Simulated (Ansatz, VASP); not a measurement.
# BN in VASP and in Ansatz

INCAR

```
ALGO = Normal
EDIFF = 1E-6
ENCUT = 600
GGA = PE
GGA_COMPAT = False
ISIF = 2
ISMEAR = 0
LASPH = True
LCHARG = True
LELF = True
LREAL = False
LVHAR = True
LWAVE = False
NBANDS = 11
NELM = 120
PREC = Accurate
SIGMA = 0.01
```

The input KPOINTS:

```
k-points
0
Gamma
  13 13 13
```

POSCAR

```
BN
1.0
    0.0000000000      1.8120551922      1.8120551922
    1.8120551922      0.0000000000      1.8120551922
    1.8120551922      1.8120551922      0.0000000000
B N
1 1
Direct
    0.0000000000      0.0000000000      0.0000000000
    0.2499999997      0.2499999997      0.2499999997
```

Input for Ansatz:

```yaml
crystal:
  lattice:
    - [0.0, 1.8120551922, 1.8120551922]
    - [1.8120551922, 0.0, 1.8120551922]
    - [1.8120551922, 1.8120551922, 0.0]
  atoms:
    - { symbol: B, position: [0.0, 0.0, 0.0] }
    - { symbol: "N", position: [0.2499999997, 0.2499999997, 0.2499999997] }
basis:
  ecutwfc: 420.0
  ecutrho_ratio: 4
  xc_grid: 2
  precision: f64
hamiltonian:
  pseudopotentials: { kind: paw, azcp: { folder: soft_1 } }
scf:
  max_iter: 100
  self_checks: high
  occupations: { method: fixed }
kpoints:
  mp_grid: { grid: [13, 13, 13] }
  band_path: { path: [VBM, CBM], npoints: 1 }
checkpoint:
  write: "../edges.relax.run"
  compress: false
  write_wavefunctions: true
  write_every: 100000
```

Alike in both runs: task single point; functional PBE; k mesh 13 × 13 × 13; no spin polarisation.

```csv
,VASP,Ansatz
version,VASP 6.6.1,Ansatz 0.2.0
potentials or method,"VASP PAW PBE potentials, release 64 (B, N), cutoff 600 eV",plane-wave PAW DFT
occupations,"gaussian, width 0.01 eV",fixed
valence electrons in the cell,8,8
```

|  | VASP | Ansatz | Ansatz less VASP |
| --- | --- | --- | --- |
| gap on the k mesh at the Fermi level (eV) | 4.53 | 4.53 | +0.007 |
